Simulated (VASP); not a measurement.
# Al2Cu (P4/mmm) in VASP: further runs

The runs below take Al2Cu through single point, with LDA, PBE.

All numbers are computed with VASP 6.6.1; they aren't measurements. Logs are shortened: lines on timing, memory, paths and dates and some standing lists are left out, and cuts for length are marked.

## 1. The cell of the first run

Symmetry: P4/mmm, No. 123, tetragonal system. The conventional cell has a = 4.105 Å, b = 4.105 Å, c = 2.891 Å, α = 90.00°, β = 90.00°, γ = 90.00°. Within 3.3 Å of Al (site symmetry mmm) lie 4 Cu at 2.51 Å and 6 Al at 2.89 to 2.90 Å. Within 3.3 Å of Cu (site symmetry 4/mmm) lie 8 Al at 2.51 Å and 2 Cu at 2.89 Å.

## 2. Single point, LDA

File INCAR:

```
PREC = Accurate
ENCUT = 520
EDIFF = 1E-7
ISMEAR = 0
SIGMA = 0.1
LREAL = False
LASPH = True
NELM = 100
ALGO = Normal
ISIF = 2
LWAVE = False
LCHARG = False
GGA = CA
NBANDS = 16
```

File KPOINTS:

```
Automatic mesh
0
Gamma
  10 10 14
```

File POSCAR:

```
Al2Cu
1.0
    4.1051820000      0.0000000000      0.0000000000
    0.0000000000      4.1051820000      0.0000000000
    0.0000000000      0.0000000000      2.8913130000
Al Cu
2 1
Direct
    0.5000000000      0.0000000000      0.5000000000
    0.0000000000      0.5000000000      0.5000000000
    0.0000000000      0.0000000000      0.0000000000
```

Potentials or basis: VASP PAW LDA potentials, release 64 (Al, Cu).

Started as:

```
$ cat potpaw_LDA.64/Al/POTCAR potpaw_LDA.64/Cu/POTCAR > POTCAR
$ mpirun -np 1 vasp_std > vasp.out
```

OUTCAR:

```text
PREC = Accurate
   ENCUT = 520
   EDIFF = 1E-7
   ISMEAR = 0
   LREAL = False
   LASPH = True
   NELM = 100
   ISIF = 2
   GGA = CA

 ion  position               nearest neighbor table
   1  0.500  0.000  0.500-   3 2.51   3 2.51   3 2.51   3 2.51   2 2.90   2 2.90   2 2.90   2 2.90

   2  0.000  0.500  0.500-   3 2.51   3 2.51   3 2.51   3 2.51   1 2.90   1 2.90   1 2.90   1 2.90

   3  0.000  0.000  0.000-   1 2.51   2 2.51   1 2.51   2 2.51   2 2.51   2 2.51   1 2.51   1 2.51

  LATTYP: Found a simple tetragonal cell.
 ALAT       =     4.1051820000
 C/A-ratio  =     0.7043081159

  Lattice vectors:

 A1 = (   4.1051820000,   0.0000000000,   0.0000000000)
 A2 = (   0.0000000000,   4.1051820000,   0.0000000000)
 A3 = (   0.0000000000,   0.0000000000,   2.8913130000)

Analysis of symmetry for initial positions (statically):
=====================================================================
 Subroutine PRICEL returns:
 Original cell was already a primitive cell.

 Routine SETGRP: Setting up the symmetry group for a
 simple tetragonal supercell.

 Subroutine GETGRP returns: Found 16 space group operations
 (whereof 16 operations were pure point group operations)
 out of a pool of 16 trial point group operations.

The static configuration has the point symmetry D_4h.

Analysis of symmetry for dynamics (positions and initial velocities):
=====================================================================
 Subroutine PRICEL returns:
 Original cell was already a primitive cell.

 Routine SETGRP: Setting up the symmetry group for a
 simple tetragonal supercell.

 Subroutine GETGRP returns: Found 16 space group operations
 (whereof 16 operations were pure point group operations)
 out of a pool of 16 trial point group operations.

The dynamic configuration has the point symmetry D_4h.

 Subroutine INISYM returns: Found 16 space group operations
 (whereof 16 operations are pure point group operations),
 and found     1 'primitive' translations

----------------------------------------------------------------------------------------

                                     Primitive cell

  volume of cell :      48.7259

  direct lattice vectors                    reciprocal lattice vectors
     4.105182000  0.000000000  0.000000000     0.243594559  0.000000000  0.000000000
     0.000000000  4.105182000  0.000000000     0.000000000  0.243594559  0.000000000
     0.000000000  0.000000000  2.891313000     0.000000000  0.000000000  0.345863627

  length of vectors
     4.105182000  4.105182000  2.891313000     0.243594559  0.243594559  0.345863627

  position of ions in fractional coordinates (direct lattice)
     0.500000000  0.000000000  0.500000000
     0.000000000  0.500000000  0.500000000
     0.000000000  0.000000000  0.000000000

  ion indices of the primitive-cell ions
   primitive index   ion index
                 1           1
                 2           2
                 3           3

----------------------------------------------------------------------------------------

 KPOINTS: Automatic mesh

Automatic generation of k-mesh.
 Grid dimensions read from file:
 generate k-points for:   10   10   14

 Generating k-lattice:

  Cartesian coordinates                     Fractional coordinates (reciprocal lattice)
     0.024359456  0.000000000  0.000000000     0.100000000  0.000000000  0.000000000
     0.000000000  0.024359456  0.000000000     0.000000000  0.100000000  0.000000000
     0.000000000  0.000000000  0.024704545     0.000000000  0.000000000  0.071428571

  Length of vectors
     0.024359456  0.024359456  0.024704545

  Shift w.r.t. Gamma in fractional coordinates (k-lattice)
     0.000000000  0.000000000  0.000000000

 Subroutine IBZKPT returns following result:
 ===========================================

 Found    168 irreducible k-points:

 Following reciprocal coordinates:
            Coordinates               Weight
  0.000000  0.000000  0.000000      1.000000
  0.100000  0.000000  0.000000      4.000000
  0.200000  0.000000  0.000000      4.000000
  0.300000  0.000000  0.000000      4.000000
  0.400000  0.000000  0.000000      4.000000
  0.500000  0.000000  0.000000      2.000000
[... 16 lines left out ...]
  0.100000  0.000000  0.071429      8.000000
  0.200000  0.000000  0.071429      8.000000
 [... further k-points ...]
   k-points           NKPTS =    168   k-points in BZ     NKDIM =    168   number of bands    NBANDS=     16
   number of dos      NEDOS =    301   number of ions     NIONS =      3
   total plane-waves  NPLWV =  24576
   dimension x,y,z NGX =    32 NGY =   32 NGZ =   24
   dimension x,y,z NGXF=    64 NGYF=   64 NGZF=   48
   ions per type =               2   1
   NGX,Y,Z   is equivalent  to a cutoff of  12.96, 12.96, 13.80 a.u.
   NGXF,Y,Z  is equivalent  to a cutoff of  25.92, 25.92, 27.60 a.u.
 SYSTEM =  unknown system
   PREC   = accura    normal or accurate (medium, high low for compatibility)
   ISTART =      0    job   : 0-new  1-cont  2-samecut
   ICHARG =      2    charge: 1-file 2-atom 10-const
   ISPIN  =      1    spin polarized calculation?
   LNONCOLLINEAR =      F non collinear calculations
   LSORBIT =      F    spin-orbit coupling
   LASPH  =      T    aspherical Exc in radial PAW
   ENCUT  =  520.0 eV  38.22 Ry    6.18 a.u.   7.63  7.63  5.38*2*pi/ulx,y,z
   NELM   =    100;   NELMIN=  2; NELMDL= -5     # of ELM steps
   EDIFF  = 0.1E-06   stopping-criterion for ELM
   LREAL  =      F    real-space projection
   EDIFFG = 0.1E-05   stopping-criterion for IOM
   NSW    =      0    number of steps for IOM
   IBRION =     -1    ionic relax: 0-MD 1-quasi-New 2-CG
   NFREE  =      0    steps in history (QN), initial steepest desc. (CG)
   ISIF   =      2    stress and relaxation
   ISYM   =      2    0-nonsym 1-usesym 2-fastsym
   POTIM  = 0.5000    time-step for ionic-motion
   TEBEG  =    0.0;   TEEND  =   0.0 temperature during run
   PSTRESS=    0.0 pullay stress
   NELECT =      17.0000    total number of electrons
   NUPDOWN=      -1.0000    fix difference up-down
   EMIN   =  10.00;   EMAX   =-10.00  energy-range for DOS
   EFERMI =   0.00;   METHOD = LEGACY
   ISMEAR =     0;   SIGMA  =   0.10  broadening in eV -4-tet -1-fermi 0-gaus
   EFERMI_NEDOS =   21; number of points for ismear=-14 and -15
   IALGO  =     38    algorithm
   IMIX   =      4    mixing-type and parameters
     AMIX     =   0.40;   BMIX     =  1.00
     AMIX_MAG =   1.60;   BMIX_MAG =  1.00
  volume/ion in A,a.u.               =      16.24       109.61
  Fermi-wavevector in a.u.,A,eV,Ry     =   1.152492  2.177894 18.071765  1.328237
  Thomas-Fermi vector in A             =   2.289142
   LORBIT       =      0    0 simple, 1 ext, 2 COOP (PROOUT), +10 PAW based schemes
   GGA     = CA    functional components
   LHFCALC =     F    Hartree Fock is set to
   AEXX    =    0.0000 exact exchange contribution
   IVDW    =     0    specifies the selected vdW correction
   LEPSILON=     F    determine dielectric tensor
   LRPA    =     F    only Hartree local field effects (RPA)
 non-spin polarized calculation
 Gauss-broadening in eV      SIGMA  =   0.10
  energy-cutoff  :      520.00
  volume of cell :       48.73
 maximum number of plane-waves:      1339
 NGX is ok and might be reduce to    32
   NGX = 15   NGY = 15   NGZ = 11

 number of electron      16.9999979 magnetization

 Free energy of the ion-electron system (eV)
  ---------------------------------------------------
  ext. energy  EPLUGINS =         0.00000000
  ---------------------------------------------------
  free energy    TOTEN  =       -13.19035154 eV

  energy without entropy =      -13.18583819  energy(sigma->0) =      -13.18809487

 E-fermi :   6.9080     XC(G=0): -10.5843

 val. band max:        6.8956634704   @ k =   0.5000   0.1000   0.2857
 cond. band min:       6.9177649200   @ k =   0.4000   0.2000   0.2143
 fundamental gap:      0.0221014497
 Fermi energy:         6.9079771059

 k-point     1 :       0.0000    0.0000    0.0000
  band No.  band energies     occupation
      1      -3.5603      2.00000
      2       1.4881      2.00000
      3       2.0134      2.00000
      4       2.6582      2.00000
      5       2.8349      2.00000
      6       2.8349      2.00000
[... 8 lines left out ...]
     15      14.1117      0.00000
     16      19.0985      0.00000

 k-point     2 :       0.1000    0.0000    0.0000
  band No.  band energies     occupation
      1      -3.4763      2.00000
      2       1.4434      2.00000
      3       1.9950      2.00000
      4       2.6338      2.00000
      5       2.8318      2.00000
      6       2.8354      2.00000
[... 8 lines left out ...]
     15      15.2492      0.00000
     16      18.8084      0.00000

 k-point     3 :       0.2000    0.0000    0.0000
  band No.  band energies     occupation
      1      -3.2279      2.00000
      2       1.1970      2.00000
      3       1.9499      2.00000
      4       2.5762      2.00000
      5       2.8236      2.00000
      6       2.8366      2.00000
[... 8 lines left out ...]
     15      16.9914      0.00000
     16      18.0780      0.00000

 k-point     4 :       0.3000    0.0000    0.0000
  band No.  band energies     occupation
      1      -2.8300      2.00000
      2       0.5626      2.00000
      3       1.9278      2.00000
      4       2.5144      2.00000
      5       2.7347      2.00000
      6       2.8135      2.00000
[... 8 lines left out ...]
     15      17.2005      0.00000
     16      18.8957      0.00000

 k-point     5 :       0.4000    0.0000    0.0000
  band No.  band energies     occupation
      1      -2.3357      2.00000
      2      -0.2213      2.00000
      3       1.9344      2.00000
      4       2.4700      2.00000
      5       2.6073      2.00000
      6       2.8054      2.00000
[... 8 lines left out ...]
     15      16.4206      0.00000
     16      18.4414      0.00000

 k-point     6 :       0.5000    0.0000    0.0000
  band No.  band energies     occupation
      1      -2.0178      2.00000
      2      -0.6550      2.00000
      3       1.9403      2.00000
      4       2.4542      2.00000
      5       2.5814      2.00000
      6       2.8024      2.00000
[... 8 lines left out ...]
     15      16.1559      0.00000
     16      17.7753      0.00000

 k-point     7 :       0.1000    0.1000    0.0000
  band No.  band energies     occupation
      1      -3.3923      2.00000
      2       1.4144      2.00000
      3       1.9712      2.00000
      4       2.6036      2.00000
      5       2.8320      2.00000
      6       2.8325      2.00000
[... 8 lines left out ...]
     15      15.9481      0.00000
     16      18.6464      0.00000

 k-point     8 :       0.2000    0.1000    0.0000
  band No.  band energies     occupation
      1      -3.1437      2.00000
      2       1.2150      2.00000
      3       1.9110      2.00000
      4       2.5334      2.00000
      5       2.8241      2.00000
      6       2.8336      2.00000
[... 8 lines left out ...]
     15      17.0654      0.00000
     16      18.0780      0.00000

 k-point     9 :       0.3000    0.1000    0.0000
  band No.  band energies     occupation
      1      -2.7452      2.00000
      2       0.6191      2.00000
      3       1.8893      2.00000
      4       2.4663      2.00000
      5       2.7723      2.00000
      6       2.8141      2.00000
[... 8 lines left out ...]
     15      17.2520      0.00000
     16      18.5914      0.00000
[... 172 lines left out ...]
 k-point    19 :       0.4000    0.4000    0.0000
  band No.  band energies     occupation
      1      -1.0491      2.00000
      2       0.5941      2.00000
      3       0.9259      2.00000
      4       1.9385      2.00000
      5       2.5905      2.00000
      6       2.8115      2.00000
[... 8 lines left out ...]
     15      17.0503      0.00000
     16      17.6955      0.00000

 k-point    20 :       0.5000    0.4000    0.0000
  band No.  band energies     occupation
      1      -0.6668      2.00000
      2       0.2813      2.00000
      3       1.0043      2.00000
      4       1.7699      2.00000
      5       2.5518      2.00000
      6       2.7861      2.00000
[... 8 lines left out ...]
     15      16.8029      0.00000
     16      17.5902      0.00000

 k-point    21 :       0.5000    0.5000    0.0000
  band No.  band energies     occupation
      1      -0.2039      2.00000
      2       0.4888      2.00000
      3       0.4888      2.00000
      4       1.5730      2.00000
      5       2.5283      2.00000
      6       2.7066      2.00000
[... 8 lines left out ...]
     15      16.9369      0.00000
     16      16.9369      0.00000

 k-point    22 :       0.0000    0.0000    0.0714
  band No.  band energies     occupation
      1      -3.4679      2.00000
      2       1.5194      2.00000
      3       2.0482      2.00000
      4       2.6668      2.00000
      5       2.7469      2.00000
      6       2.7469      2.00000
[... 8 lines left out ...]
     15      15.3514      0.00000
     16      18.2584      0.00000

 k-point    23 :       0.1000    0.0000    0.0714
  band No.  band energies     occupation
      1      -3.3840      2.00000
      2       1.4758      2.00000
      3       2.0306      2.00000
      4       2.6404      2.00000
      5       2.7364      2.00000
      6       2.7531      2.00000
[... 8 lines left out ...]
     15      15.7571      0.00000
     16      17.8001      0.00000

 k-point    24 :       0.2000    0.0000    0.0714
  band No.  band energies     occupation
      1      -3.1360      2.00000
      2       1.2376      2.00000
      3       1.9857      2.00000
      4       2.5837      2.00000
      5       2.7012      2.00000
      6       2.7616      2.00000
[... 8 lines left out ...]
     15      16.9396      0.00000
     16      17.0465      0.00000

 [... further k-points ...]
[... 5 lines left out ...]
  --------------------------------------------------------------------------------------
  -------------------------------------------------------------------------------------
  Total       -1.3971639     -1.3971639     -1.6724330      0.0000000     -0.0000000      0.0000000
  in kB      -45.9407422    -45.9407422    -54.9919813      0.0000000     -0.0000000      0.0000000
  external PRESSURE =     -48.9578219 kB  Pullay stress =       0.0000000 kB

 VOLUME and BASIS-vectors are now :
 -----------------------------------------------------------------------------
  energy-cutoff  :      520.00
  volume of cell :       48.73
      direct lattice vectors                 reciprocal lattice vectors
     4.105182000  0.000000000  0.000000000     0.243594559  0.000000000  0.000000000
     0.000000000  4.105182000  0.000000000     0.000000000  0.243594559  0.000000000
     0.000000000  0.000000000  2.891313000     0.000000000  0.000000000  0.345863627

 POSITION                                       TOTAL-FORCE (eV/Angst)
 -----------------------------------------------------------------------------------
      2.05259      0.00000      1.44566         0.000000      0.000000      0.000000
      0.00000      2.05259      1.44566         0.000000      0.000000      0.000000
      0.00000      0.00000      0.00000         0.000000      0.000000      0.000000
 -----------------------------------------------------------------------------------
    total drift:                               -0.000000     -0.000000      0.000000

  FREE ENERGIE OF THE ION-ELECTRON SYSTEM (eV)
  ---------------------------------------------------
  free  energy   TOTEN  =       -13.1903515406 eV

  energy  without entropy=      -13.1858381930  energy(sigma->0) =      -13.18809487
```

Run time: 92 s. Hardware: 1 thread of Intel Xeon Platinum 8375C at 2.90GHz (Ice Lake), shared host; peak memory 0.24 GiB.

Results:

```
Free energy : -13.1904 eV
Pressure    : -4.9 GPa
```

Levels at points of the mesh, in eV from the Fermi level:
```tsv
k point	band 6	band 7	band 8	band 9	band 10	band 11	band 12	band 13
(0.00, 0.00, 0.00)	-4.07	-2.31	-2.31	-0.12	0.94	5.92	6.14	6.14
(0.50, 0.00, 0.00)	-4.11	-4.07	-1.00	1.60	1.78	1.90	7.30	8.42
(0.50, 0.50, 0.00)	-4.20	-4.10	-4.10	-2.39	8.60	8.60	9.25	9.81
(0.00, 0.00, 0.50)	-4.07	-3.02	2.54	2.54	2.54	2.81	2.81	3.19
(0.50, 0.00, 0.50)	-4.14	-2.98	-2.48	-1.70	3.66	4.03	4.38	4.86
(0.50, 0.50, 0.50)	-3.41	-2.20	-2.20	-0.88	-0.85	-0.12	-0.12	2.51
```

## 3. Single point, PBE

File INCAR:

```
ALGO     = Normal         # electronic algorithm
EDIFF    = 1E-6           # SCF threshold, eV
ENCUT    = 520            # plane-wave cutoff, eV
GGA      = PE             # functional
ISIF     = 2              # what is computed and relaxed
ISMEAR   = 0              # smearing method
LASPH    = T              # aspherical terms in the spheres
LCHARG   = F              # write CHGCAR
LREAL    = F              # projectors in reciprocal space
LWAVE    = F              # write WAVECAR
NBANDS   = 16             # bands
NELM     = 100            # most SCF steps
PREC     = Accurate       # precision mode
SIGMA    = 0.1            # smearing width, eV
```

File KPOINTS:

```
k-points
0
Gamma
  4 4 6
```

POSCAR is that of step 2.

Potentials or basis: VASP PAW PBE potentials, release 64 (Al, Cu).

Started as:

```
$ cat potpaw_PBE.64/Al/POTCAR potpaw_PBE.64/Cu/POTCAR > POTCAR
$ mpirun -np 1 vasp_std > vasp.out
```

It took 34 s on 1 thread of AMD EPYC 7R43 (Zen 3), shared host; peak memory 0.13 GiB.

Results (log left out):

```
Free energy : -11.2675 eV
Pressure    : 0.6 GPa
```

Stress tensor (GPa, compression positive):
```
-0.49  0.00  0.00
 0.00 -0.49  0.00
 0.00  0.00  2.87
```

Levels at points of the mesh, in eV from the Fermi level:
```csv
k point,band 6,band 7,band 8,band 9,band 10,band 11,band 12,band 13
"(0.00, 0.00, 0.00)",-3.97,-2.28,-2.28,-0.04,0.99,6.04,6.25,6.25
"(0.50, 0.00, 0.00)",-4.01,-3.97,-0.97,1.63,1.83,1.99,7.43,8.47
"(0.50, 0.50, 0.00)",-4.12,-4.00,-4.00,-2.35,8.61,8.61,9.38,9.94
"(0.00, 0.00, 0.50)",-4.00,-2.94,2.57,2.58,2.58,2.85,2.85,3.23
"(0.50, 0.00, 0.50)",-4.05,-2.96,-2.41,-1.64,3.72,4.09,4.41,5.02
"(0.50, 0.50, 0.50)",-3.38,-2.18,-2.18,-0.83,-0.78,-0.03,-0.03,2.51
```

Caveat: the k points lie up to 0.38 Å⁻¹ apart.
